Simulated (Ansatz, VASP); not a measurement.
Two plane-wave programs on KTaO3

INCAR

```
PREC = Accurate
ENCUT = 520
EDIFF = 1E-6
ISMEAR = 0
SIGMA = 0.05
LREAL = False
LASPH = True
NELM = 100
ALGO = Normal
ISIF = 2
LWAVE = False
LCHARG = True
GGA = PS
LELF = True
LVHAR = True
NBANDS = 27
```

Contents of KPOINTS:

```
Automatic mesh
0
Gamma
  8 8 8
```

The input POSCAR:

```
KTaO3
1.0
    3.3875543774      0.0000000000      0.0000000000
    0.0000000000      3.9853580911      0.0000000000
    0.0000000000      0.0000000000      4.2045527861
K Ta O
1 1 3
Direct
    0.5000000000      0.5000000000      0.5000000000
    0.0000000000      0.0000000000      0.0000000000
    0.5000000000      0.0000000000      0.0000000000
    0.0000000000      0.5000000000      0.0000000000
    0.0000000000      0.0000000000      0.5000000000
```

Input for Ansatz:

```yaml
crystal:
  lattice:
    - [3.3875543774, 0.0, 0.0]
    - [0.0, 3.9853580911, 0.0]
    - [0.0, 0.0, 4.2045527861]
  atoms:
    - { symbol: K, position: [0.5, 0.5, 0.5] }
    - { symbol: Ta, position: [0.0, 0.0, 0.0] }
    - { symbol: O, position: [0.5, 0.0, 0.0] }
    - { symbol: O, position: [0.0, 0.5, 0.0] }
    - { symbol: O, position: [0.0, 0.0, 0.5] }
basis:
  ecutwfc: 520.0
kpoints:
  mp_grid: { grid: [8, 8, 8] }
hamiltonian:
  xc: pbesol
  pseudopotentials: { kind: paw }
scf:
  occupations: { method: gaussian, width: 0.05 }
output:
  forces: true
  stress: true
  eigenvalues: true
```

Change from the starting cell: normal strain along x -0.1500, normal strain along z +0.0550.

Alike in both runs: task single point; functional PBEsol; k mesh 8 × 8 × 8; occupations gaussian, width 0.05 eV; no spin polarisation.

|  | VASP | Ansatz |
| --- | --- | --- |
| version | VASP 6.6.1 | Ansatz 0.2.0 |
| potentials or method | VASP PAW PBE potentials, release 64 (K_sv, Ta_pv, O), cutoff 520 eV | scalar-relativistic, plane waves, PAW |
| valence electrons in the cell | 38 | 40 |

Ansatz gave:

| Property | Result |
| --- | --- |
| gap on the k mesh at the Fermi level (eV) | 1.76 |
| least direct gap on the mesh (eV) | 1.76 |
| pressure (GPa) | 48.8 |
| traceless stress, the component that is largest in VASP (GPa) | 95.25 |

Question: What did VASP give for the same quantities?

Answer: gap on the k mesh at the Fermi level (eV): 1.69; least direct gap on the mesh (eV): 1.69; pressure (GPa): 50.4; traceless stress, the component that is largest in VASP (GPa): 96.58.

VASP's potentials were made for PBE, not for PBEsol. Both programs put the cell under a high pressure, so it lies far from rest at this level. VASP's potentials hold 38 valence electrons a cell and Ansatz's 40, so a difference there can come from the potentials and not from the codes.

Spin-orbit coupling is off throughout.
